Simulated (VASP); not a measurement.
# V in VASP: single point with LDA

Aim: the single point of V with LDA.

Everything below comes from runs of VASP 6.6.1. Logs are shortened: lines on timing, memory, paths and dates and some standing lists are left out, and cuts for length are marked.

## Step 1: The cell of the first run

The cell holds a single atom in a box, 1 atom: a = 14.000 Å, b = 14.400 Å, c = 14.800 Å, α = 90.00°, β = 90.00°, γ = 90.00°.

## Step 2: Single point, LDA, collinear spin, ferromagnetic start

Contents of INCAR:

```
PREC = Accurate
ENCUT = 400
EDIFF = 1E-6
ISMEAR = -1
SIGMA = 0.01
LREAL = False
LASPH = True
NELM = 200
ALGO = Normal
ISIF = 2
LWAVE = False
LCHARG = False
ISPIN = 2
MAGMOM = 3
LORBIT = 11
LMAXMIX = 4
NBANDS = 16
ISYM = 0
GGA_COMPAT = False
```

Contents of KPOINTS:

```
Automatic mesh
0
Gamma
  1 1 1
```

Contents of POSCAR:

```
V
1.0
   14.0000000000      0.0000000000      0.0000000000
    0.0000000000     14.4000000000      0.0000000000
    0.0000000000      0.0000000000     14.8000000000
V
1
Direct
    0.5000000000      0.5000000000      0.5000000000
```

Potentials or basis: VASP PAW LDA potentials, release 64 (V_sv).

Run with:

```console
cat potpaw_LDA.64/V_sv/POTCAR > POTCAR
mpirun -np 1 vasp_gam > vasp.out
```

OUTCAR:

```text
PREC = Accurate
   ENCUT = 400
   EDIFF = 1E-6
   ISMEAR = -1
   LREAL = False
   LASPH = True
   NELM = 200
   ISIF = 2
   ISPIN = 2
   LORBIT = 11
   ISYM = 0

 ion  position               nearest neighbor table
   1  0.500  0.500  0.500-

IMPORTANT INFORMATION: All symmetrisations will be switched off!
NOSYMM: (Re-)initialisation of all symmetry stuff for point group C_1.

----------------------------------------------------------------------------------------

                                     Primitive cell

  volume of cell :    2983.6800

  direct lattice vectors                    reciprocal lattice vectors
    14.000000000  0.000000000  0.000000000     0.071428571  0.000000000  0.000000000
     0.000000000 14.400000000  0.000000000     0.000000000  0.069444444  0.000000000
     0.000000000  0.000000000 14.800000000     0.000000000  0.000000000  0.067567568

  length of vectors
    14.000000000 14.400000000 14.800000000     0.071428571  0.069444444  0.067567568

  position of ions in fractional coordinates (direct lattice)
     0.500000000  0.500000000  0.500000000

  ion indices of the primitive-cell ions
   primitive index   ion index
                 1           1

----------------------------------------------------------------------------------------

 KPOINTS: Automatic mesh

Automatic generation of k-mesh.
 Grid dimensions read from file:
 generate k-points for:    1    1    1

 Generating k-lattice:

  Cartesian coordinates                     Fractional coordinates (reciprocal lattice)
     0.071428571  0.000000000  0.000000000     1.000000000  0.000000000  0.000000000
     0.000000000  0.069444444  0.000000000     0.000000000  1.000000000  0.000000000
     0.000000000  0.000000000  0.067567568     0.000000000  0.000000000  1.000000000

  Length of vectors
     0.071428571  0.069444444  0.067567568

  Shift w.r.t. Gamma in fractional coordinates (k-lattice)
     0.000000000  0.000000000  0.000000000

 Subroutine IBZKPT returns following result:
 ===========================================

 Found      1 irreducible k-points:

 Following reciprocal coordinates:
            Coordinates               Weight
  0.000000  0.000000  0.000000      1.000000
   k-points           NKPTS =      1   k-points in BZ     NKDIM =      1   number of bands    NBANDS=     16
   number of dos      NEDOS =    301   number of ions     NIONS =      1
   total plane-waves  NPLWV = 903168
   dimension x,y,z NGX =    96 NGY =   96 NGZ =   98
   dimension x,y,z NGXF=   192 NGYF=  192 NGZF=  196
   ions per type =               1
   NGX,Y,Z   is equivalent  to a cutoff of  11.40, 11.08, 11.01 a.u.
   NGXF,Y,Z  is equivalent  to a cutoff of  22.80, 22.17, 22.02 a.u.
 SYSTEM =  unknown system
   PREC   = accura    normal or accurate (medium, high low for compatibility)
   ISTART =      0    job   : 0-new  1-cont  2-samecut
   ICHARG =      2    charge: 1-file 2-atom 10-const
   ISPIN  =      2    spin polarized calculation?
   LNONCOLLINEAR =      F non collinear calculations
   LSORBIT =      F    spin-orbit coupling
   LASPH  =      T    aspherical Exc in radial PAW
   ENCUT  =  400.0 eV  29.40 Ry    5.42 a.u.  22.83 23.48 24.14*2*pi/ulx,y,z
   NELM   =    200;   NELMIN=  2; NELMDL= -5     # of ELM steps
   EDIFF  = 0.1E-05   stopping-criterion for ELM
   LREAL  =      F    real-space projection
   EDIFFG = 0.1E-04   stopping-criterion for IOM
   NSW    =      0    number of steps for IOM
   IBRION =     -1    ionic relax: 0-MD 1-quasi-New 2-CG
   NFREE  =      0    steps in history (QN), initial steepest desc. (CG)
   ISIF   =      2    stress and relaxation
   ISYM   =      0    0-nonsym 1-usesym 2-fastsym
   POTIM  = 0.5000    time-step for ionic-motion
   TEBEG  =    0.0;   TEEND  =   0.0 temperature during run
   PSTRESS=    0.0 pullay stress
   NELECT =      13.0000    total number of electrons
   NUPDOWN=      -1.0000    fix difference up-down
   EMIN   =  10.00;   EMAX   =-10.00  energy-range for DOS
   EFERMI =   0.00;   METHOD = LEGACY
   ISMEAR =    -1;   SIGMA  =   0.01  broadening in eV -4-tet -1-fermi 0-gaus
   EFERMI_NEDOS =   21; number of points for ismear=-14 and -15
   IALGO  =     38    algorithm
   IMIX   =      4    mixing-type and parameters
     AMIX     =   0.40;   BMIX     =  1.00
     AMIX_MAG =   1.60;   BMIX_MAG =  1.00
  volume/ion in A,a.u.               =    2983.68     20134.87
  Fermi-wavevector in a.u.,A,eV,Ry     =   0.267386  0.505286  0.972752  0.071495
  Thomas-Fermi vector in A             =   1.102613
   LORBIT       =     11    0 simple, 1 ext, 2 COOP (PROOUT), +10 PAW based schemes
   GGA     = CA    functional components
   LHFCALC =     F    Hartree Fock is set to
   AEXX    =    0.0000 exact exchange contribution
   IVDW    =     0    specifies the selected vdW correction
   LEPSILON=     F    determine dielectric tensor
   LRPA    =     F    only Hartree local field effects (RPA)
 spin polarized calculation
  energy-cutoff  :      400.00
  volume of cell :     2983.68
 maximum number of plane-waves:     27122
 NGX is ok and might be reduce to    90
   NGX = 45   NGY = 47   NGZ = 49

 number of electron      13.0000012 magnetization       4.9999953

 Free energy of the ion-electron system (eV)
  ---------------------------------------------------
  ext. energy  EPLUGINS =         0.00000000
  ---------------------------------------------------
  free energy    TOTEN  =        -3.17105586 eV

  energy without entropy =       -3.15364522  energy(sigma->0) =       -3.16235054

 E-fermi :  -3.0975     XC(G=0):  -0.3975

 val. band max:       -3.1100929872   @ k =   0.0000   0.0000   0.0000
 cond. band min:      -3.0950989619   @ k =   0.0000   0.0000   0.0000
 fundamental gap:      0.0149940253
 Fermi energy:        -3.0974803335

 spin component 1

 k-point     1 :       0.0000    0.0000    0.0000
  band No.  band energies     occupation
      1     -66.5443      1.00000
      2     -40.9582      1.00000
      3     -40.8872      1.00000
      4     -40.8872      1.00000
      5      -4.3810      1.00000
      6      -3.2141      0.99999
[... 8 lines left out ...]
     15       0.5408      0.00000
     16       0.5601      0.00000
 Fermi energy:        -3.0974803335

 spin component 2

 k-point     1 :       0.0000    0.0000    0.0000
  band No.  band energies     occupation
      1     -63.5351      1.00000
      2     -38.0219      1.00000
      3     -37.8783      1.00000
      4     -37.8782      1.00000
      5      -2.3646      0.00000
      6      -0.5593      0.00000
[... 8 lines left out ...]
     15       0.6131      0.00000
     16       0.6347      0.00000

------------------------ aborting loop because EDIFF is reached ----------------------------------------

  FORCE on cell =-STRESS in cart. coord.  units (eV):
  Direction    XX          YY          ZZ          XY          YZ          ZX
  --------------------------------------------------------------------------------------
  -------------------------------------------------------------------------------------
  Total       -0.1434371     -0.1467593     -0.1491390     -0.0003759      0.0004343     -0.0008596
  in kB       -0.0770229     -0.0788069     -0.0800847     -0.0002019      0.0002332     -0.0004616
  external PRESSURE =      -0.0786382 kB  Pullay stress =       0.0000000 kB

 VOLUME and BASIS-vectors are now :
 -----------------------------------------------------------------------------
  energy-cutoff  :      400.00
  volume of cell :     2983.68
      direct lattice vectors                 reciprocal lattice vectors
    14.000000000  0.000000000  0.000000000     0.071428571  0.000000000  0.000000000
     0.000000000 14.400000000  0.000000000     0.000000000  0.069444444  0.000000000
     0.000000000  0.000000000 14.800000000     0.000000000  0.000000000  0.067567568

 POSITION                                       TOTAL-FORCE (eV/Angst)
 -----------------------------------------------------------------------------------
      7.00000      7.20000      7.40000         0.000000     -0.000000     -0.000000
 -----------------------------------------------------------------------------------
    total drift:                                0.000000     -0.000000     -0.000000

  FREE ENERGIE OF THE ION-ELECTRON SYSTEM (eV)
  ---------------------------------------------------
  free  energy   TOTEN  =        -3.1710558604 eV

  energy  without entropy=       -3.1536452244  energy(sigma->0) =       -3.16235054

 total charge

# of ion       s       p       d       tot
------------------------------------------
    1        2.220   5.956   3.276  11.453

 magnetization (x)

# of ion       s       p       d       tot
------------------------------------------
    1        0.224  -0.002   3.276   3.498
```

Run time: 17 min. Hardware: 1 thread of Intel Xeon Platinum 8488C (Sapphire Rapids), shared host; peak memory 1.2 GiB.

Results:

```yaml
Free_energy: -3.1711 eV
Pressure: 0.0 GPa
Band_gap_on_the_k_mesh: 0.01 eV
Net_moment: 5.00 μB per cell
Site_moments: V +3.50 μB
Valence_electrons_inside_the_program's_atomic_spheres: V 11.45
```
